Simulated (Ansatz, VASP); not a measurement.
Two plane-wave programs on MgS

```
Mg S
1.0
     4.02863   -0.02014    0.00000
    -2.03176    3.49896    0.00000
     0.00000    0.00000    6.45439
Mg S
2 2
Direct
  0.33399 0.66666 0.99713
  0.66601 0.33334 0.49713
  0.33523 0.66670 0.37787
  0.66477 0.33330 0.87787
```

Change from the starting cell: shear_xy strain -1.0%.

Alike in both runs: task single point; functional PBE; k mesh 12 × 12 × 4; occupations fermi-dirac, width 0.02 eV; no spin polarisation.

|  | VASP | Ansatz |
| --- | --- | --- |
| version | VASP 6.6.1 | Ansatz 0.2.0 |
| potentials or method | VASP PAW PBE potentials, release 64 (Mg, S) | plane waves, PAW |
| plane-wave cutoff (eV) | 520 | 420 |
| valence electrons in the cell | 16 | 32 |

```csv
,VASP,Ansatz,Ansatz less VASP
gap on the k mesh at the Fermi level (eV),3.46,3.47,+0.008
pressure (GPa),0.9,1.1,+0.15
"traceless stress, the component that is largest in VASP (GPa)",0.19,0.19,-0.002
```

The functional is the same, so the differences come from potentials, cutoffs and numerics. VASP's potentials hold 16 valence electrons a cell and Ansatz's 32, so a difference there can come from the potentials and not from the codes.
